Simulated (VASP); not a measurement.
The system is BaS.

```
CELL_PARAMETERS angstrom
0.00000 3.12855 3.12855
3.12855 0.00000 3.12855
3.12855 3.12855 0.00000
ATOMIC_POSITIONS crystal
Ba 0.00000 0.00000 0.00000
S 0.50000 0.50000 0.50000
```

Base run:

```yaml
Program: VASP 6.6.1
Functional: r2SCAN
Potentials_or_basis: VASP PAW PBE potentials, release 64 (Ba_sv, S)
Cutoff: 520 eV
k_mesh: 7 × 7 × 7
Occupations: fermi-dirac, width 0.05 eV
Spin: no spin polarisation
```

Its results: band gap on the k mesh 2.41 eV, indirect (least direct gap 2.52 eV); pressure 5.0 GPa.

Task: The run is repeated on the same cell with these changes: functional from r2SCAN to LDA; potentials or basis from VASP PAW PBE potentials, release 64 (Ba_sv, S) to VASP PAW LDA potentials, release 64 (Ba_sv, S). What comes out?

Result: Band gap on the k mesh 1.85 eV, indirect (least direct gap 1.96 eV); pressure 1.2 GPa.

Caveats: spin-orbit coupling is left out, which moves the levels of the heavy elements; the PAW data sets were made with another functional, which shifts forces and pressure a little (some runs).

A k mesh can miss the band edges.
